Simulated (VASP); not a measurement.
Set up this calculation in VASP 6.6.1, as the native input.

```
Task                   : single point
Functional             : PBE
Potentials or basis    : VASP PAW PBE potentials, release 64 (Al)
Cutoff                 : 520 eV
k mesh                 : 16 × 16 × 5
Occupations            : gaussian, width 0.15 eV
Spin                   : no spin polarisation
Dipole correction      : no
Further INCAR settings : ALGO = Fast; EDIFF = 1e-06; NBANDS = 14
```

The structure of Al lies in POSCAR:

```
Al
1.0
   -1.6174623135      1.6174623135     -1.6174623135
   -1.6174623135     -1.6174623135      1.6174623135
   -0.1617462314      6.3081030228      6.6315954855
Al
4
Direct
    0.0000000000     -0.0875000000      0.8750000000
    0.5000000000      0.4875000000      0.1250000000
    0.0000000000     -0.0375000000      0.3750000000
    0.5000000000      0.4375000000      0.6250000000
```

This cell differs from its parent crystal: the part above a cut slid along it.

One way to write it, as run:

INCAR

```
PREC     = Accurate       # precision mode
ENCUT    = 520            # plane-wave cutoff, eV
EDIFF    = 1E-6           # SCF threshold, eV
ISMEAR   = 0              # smearing method
SIGMA    = 0.15           # smearing width, eV
LREAL    = F              # projectors in reciprocal space
LASPH    = T              # aspherical terms in the spheres
NELM     = 80             # most SCF steps
ALGO     = Fast           # electronic algorithm
ISIF     = 2              # what is computed and relaxed
LWAVE    = F              # write WAVECAR
LCHARG   = F              # write CHGCAR
GGA      = PE             # functional
NBANDS   = 14             # bands
```

KPOINTS

```
regular mesh
0
Gamma
  16 16 5
```

Potentials or basis: VASP PAW PBE potentials, release 64 (Al).

Run with:

```sh
$ cat potpaw_PBE.64/Al/POTCAR > POTCAR
$ mpirun -np 1 vasp_std > vasp.out
```

It gave:

```yaml
Pressure: 0.1 GPa
Largest_force: 0.165 eV/Å
Band_gap_on_the_k_mesh: zero (bands 6 and 7 overlap by 6.45 eV)
```

Caveat: the cell differs from its parent crystal (the part above a cut slid along it).

Run time: 9.1 min on 1 thread of Intel Xeon 8259CL, on a shared host, peak memory 0.53 GiB.
